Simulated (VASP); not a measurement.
Here is a VASP 6.6.1 calculation.

The input INCAR:

```
ALGO = Normal ; DIPOL = 0.5 0.5 0.272
EDIFF = 1E-6 ; ENCUT = 400
GGA = PE ; GGA_COMPAT = False
IDIPOL = 3 ; ISIF = 2
ISMEAR = 0 ; IVDW = 12
LASPH = True ; LCHARG = True
LDIPOL = True ; LELF = True
LREAL = False ; LVACPOTAV = True
LVHAR = True ; LWAVE = False
NBANDS = 26 ; NELM = 120
NELMDL = -8 ; PREC = Accurate
SIGMA = 0.05
```

The input KPOINTS:

```
k-points
0
Gamma
  9 9 1
```

POSCAR

```
InP
1.0
    4.1676117152      0.0000000000      0.0000000000
   -2.0838058576      3.6092576185      0.0000000000
    0.0000000000      0.0000000000     22.7556022566
P In
2 2
Direct
    0.0000000000      0.0000000000      0.1757808892
    0.3333333333      0.6666666667      0.3347508268
    0.3333333333      0.6666666667      0.2131655372
    0.6666666667      0.3333333333      0.3627942765
```

Potentials or basis: VASP PAW PBE potentials, release 64 (P, In_d).

Launch:

```bash
$ cat potpaw_PBE.64/P/POTCAR potpaw_PBE.64/In_d/POTCAR > POTCAR
$ mpirun -np 1 vasp_std > vasp.out
```

**Question.** Estimate the band gap on the k mesh.

**Answer.** Zero (filled and empty bands touch).

**Question.** Estimate the dispersion energy per atom.

**Answer.** -0.204 eV.

Forces in eV/Å, atoms in the order of the input:
```
P    0.000  0.000  0.605
P    0.000  0.000  0.013
In   0.000  0.000 -0.605
In   0.000  0.000 -0.013
```

Caveat: spin-orbit coupling is left out, which moves the levels of the heavy elements.
